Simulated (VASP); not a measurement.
Write the native input for VASP 6.6.1 that does the following.

- Task: single point
- Functional: revPBE
- Potentials or basis: VASP PAW PBE potentials, release 64 (Bi_d, Te)
- Cutoff: 520 eV
- k mesh: 6 × 6 × 6
- Occupations: gaussian, width 0.05 eV
- Spin: no spin polarisation
- Dipole correction: no
- Further INCAR settings: ALGO = Normal; EDIFF = 1e-06; NBANDS = 18

The structure of BiTe lies in POSCAR:

```
BiTe
1.0
    0.0000000000      3.2801885599      3.2801885599
    3.2801885599      0.0000000000      3.2801885599
    3.2801885599      3.2801885599      0.0000000000
Bi Te
1 1
Direct
    0.5000000000      0.5000000000      0.5000000000
    0.0000000000      0.0000000000      0.0000000000
```

These files were run (other wordings do the same):

INCAR

```
ALGO     = Normal         # electronic algorithm
EDIFF    = 1E-6           # SCF threshold, eV
ENCUT    = 520            # plane-wave cutoff, eV
GGA      = RE             # functional
ISIF     = 2              # what is computed and relaxed
ISMEAR   = 0              # smearing method
LASPH    = T              # aspherical terms in the spheres
LCHARG   = F              # write CHGCAR
LREAL    = F              # projectors in reciprocal space
LWAVE    = F              # write WAVECAR
NBANDS   = 18             # bands
NELM     = 60             # most SCF steps
PREC     = Accurate       # precision mode
SIGMA    = 0.05           # smearing width, eV
```

KPOINTS

```
k-points
0
Gamma
  6 6 6
```

Potentials or basis: VASP PAW PBE potentials, release 64 (Bi_d, Te).

Command:

```bash
$ cat potpaw_PBE.64/Bi_d/POTCAR potpaw_PBE.64/Te/POTCAR > POTCAR
$ mpirun -np 1 vasp_std > vasp.out
```

Results of the run:

```
Pressure : -0.1 GPa
```

Caveat: the PAW data sets were made with another functional, which shifts forces and pressure a little.

Wall time 14 s on 1 thread of Intel(R) Xeon(R) Platinum 8488C (Sapphire Rapids), on a shared host, peak memory 0.2 GiB.
